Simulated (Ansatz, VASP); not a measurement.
**Two plane-wave programs on SnO2**

Contents of INCAR:

```
PREC = Accurate
ENCUT = 600
EDIFF = 1E-6
ISMEAR = 0
SIGMA = 0.02
LREAL = False
LASPH = True
NELM = 100
ALGO = Normal
ISIF = 3
LWAVE = False
LCHARG = False
IBRION = 2
NSW = 100
EDIFFG = -0.005
```

File KPOINTS:

```
regular mesh
0
Gamma
  12 12 12
```

File POSCAR:

```
SnO2
1.0
    1.6030896316      0.9255442303      4.0982257986
   -1.6030896316      0.9255442303      4.0982257986
    0.0000000000     -1.8510884607      4.0982257986
Sn O
1 2
Direct
    0.5000000000      0.5000000000      0.5000000000
    0.2450008693      0.2450008693      0.2450008693
    0.7549991307      0.7549991307      0.7549991307
```

Input for Ansatz:

```yaml
crystal:
  lattice:
    - [1.6030896316, 0.9255442303, 4.0982257986]
    - [-1.6030896316, 0.9255442303, 4.0982257986]
    - [0.0, -1.8510884607, 4.0982257986]
  atoms:
    - { symbol: Sn, position: [0.5, 0.5, 0.5] }
    - { symbol: O, position: [0.2450008693, 0.2450008693, 0.2450008693] }
    - { symbol: O, position: [0.7549991307, 0.7549991307, 0.7549991307] }
basis:
  ecutwfc: 420
kpoints:
  mp_grid: { grid: [12, 12, 12] }
hamiltonian:
  xc: lda
scf:
  occupations: { method: gaussian, width: 0.02 }
output:
  forces: true
  stress: true
  eigenvalues: true
  write_density: true
  write_potential: true
  elf: true
  volumetric_format: npy
relax:
  adjacent_minimum: "off"
  f_tol: 0.005
  max_steps: 80
  cell: { stress_tol: 0.05 }
```

Alike in both runs: task relaxation of cell and atoms; functional LDA; k mesh 12 × 12 × 12; occupations gaussian, width 0.02 eV; no spin polarisation.

|  | VASP | Ansatz |
| --- | --- | --- |
| version | VASP 6.6.1 | Ansatz 0.2.0 |
| potentials or method | VASP PAW LDA potentials, release 64 (Sn_d, O), cutoff 600 eV | scalar-relativistic, plane waves, PAW |
| valence electrons in the cell | 26 | 26 |

VASP gave:

- gap on the k mesh at the Fermi level, each at its own relaxed structure (eV): 1.43
- relaxed volume (Å³/atom): 12.03
- relaxed cell length with the largest relative difference (Å): 4.428

What did Ansatz give for the same quantities?

gap on the k mesh at the Fermi level, each at its own relaxed structure (eV): 1.56; relaxed volume (Å³/atom): 12.12; relaxed cell length with the largest relative difference (Å): 4.482.

LDA's correlation is that of Perdew and Zunger in VASP and of Perdew and Wang (1992) in Ansatz.
